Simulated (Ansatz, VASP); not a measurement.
## Zn: VASP beside Ansatz

```
CELL_PARAMETERS angstrom
2.67365 0.00000 0.00000
-1.33683 2.31545 0.00000
0.00000 0.00000 4.96313
ATOMIC_POSITIONS crystal
Zn 0.33333 0.66667 0.25000
Zn 0.66667 0.33333 0.75000
```

Change from the starting cell: volume scaled by 1.01, crystal datasets.

Alike in both runs: task electric field gradients; functional PBEsol; k mesh 16 × 16 × 8; occupations fermi-dirac, width 0.03 eV; no spin polarisation.

|  | VASP | Ansatz |
| --- | --- | --- |
| version | VASP 6.6.1 | Ansatz 0.2.0 |
| potentials or method | VASP PAW PBE potentials, release 64 (Zn), cutoff 520 eV | all-electron PAW with datasets made for the crystal, scalar-relativistic |

|  | VASP | Ansatz | Ansatz less VASP |
| --- | --- | --- | --- |
| pressure (GPa) | -5.8 | -6.1 | -0.32 |
| traceless stress, the component that is largest in VASP (GPa) | 0.43 | 0.54 | +0.108 |
| size of Vzz on the site where it differs most (V/Å²) | 37.0 | 36.8 | -0.21 |

VASP's potentials were made for PBE, not for PBEsol. Ansatz ran all-electron here, and VASP with PAW potentials.
